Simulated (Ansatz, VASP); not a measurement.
InAs in VASP and in Ansatz

Contents of INCAR:

```
SYSTEM = InAs
PREC     = Accurate       ! precision mode
ENCUT    = 500            ! plane-wave cutoff, eV
EDIFF    = 1E-6           ! SCF threshold, eV
ISMEAR   = 0              ! smearing method
SIGMA    = 0.1            ! smearing width, eV
LREAL    = .False.        ! projectors in reciprocal space
LASPH    = .True.         ! aspherical terms in the spheres
NELM     = 120            ! most SCF steps
ALGO     = Normal         ! electronic algorithm
ISIF     = 2              ! what is computed and relaxed
LWAVE    = .False.        ! write WAVECAR
LCHARG   = .False.        ! write CHGCAR
GGA      = PS             ! functional
NBANDS   = 16             ! bands
GGA_COMPAT= .False.
```

Contents of KPOINTS:

```
regular mesh
0
Gamma
  6 6 6
  0 0 0
```

POSCAR

```
InAs
1.0
    0.0000000000      3.0438266582      3.0438266582
    3.0438266582      0.0000000000      3.0438266582
    3.0438266582      3.0438266582      0.0000000000
In As
1 1
Direct
    0.0000000000      0.0000000000      0.0000000000
    0.2500000000      0.2500000000      0.2500000000
```

Input for Ansatz:

```yaml
crystal:
  lattice:
    - [0.0, 3.0438266582, 3.0438266582]
    - [3.0438266582, 0.0, 3.0438266582]
    - [3.0438266582, 3.0438266582, 0.0]
  atoms:
    - { symbol: In, position: [0.0, 0.0, 0.0] }
    - { symbol: As, position: [0.25, 0.25, 0.25] }
basis:
  ecutwfc: 420
kpoints:
  mp_grid: { grid: [6, 6, 6] }
hamiltonian:
  xc: pbesol
  pseudopotentials: { kind: paw, azcp: { folder: soft_1 } }
scf:
  occupations: { method: gaussian, width: 0.1 }
output:
  forces: true
  stress: true
  eigenvalues: true
```

Alike in both runs: task single point; functional PBEsol; k mesh 6 × 6 × 6; occupations gaussian, width 0.1 eV; no spin polarisation.

|  | VASP | Ansatz |
| --- | --- | --- |
| version | VASP 6.6.1 | Ansatz 0.2.0 |
| potentials or method | VASP PAW PBE potentials, release 64 (In_d, As), cutoff 500 eV | scalar-relativistic, plane waves, PAW |
| valence electrons in the cell | 18 | 28 |

|  | VASP | Ansatz | Ansatz less VASP |
| --- | --- | --- | --- |
| gap on the k mesh at the Fermi level (eV) | none | none | - |
| pressure (GPa) | 0.1 | 0.1 | -0.08 |

VASP's potentials were made for PBE, not for PBEsol, and Ansatz warns of the same on its side. A gap of «none» marks a metal or a gap that the smearing closes. VASP's potentials hold 18 valence electrons a cell and Ansatz's 28, so a difference there can come from the potentials and not from the codes.
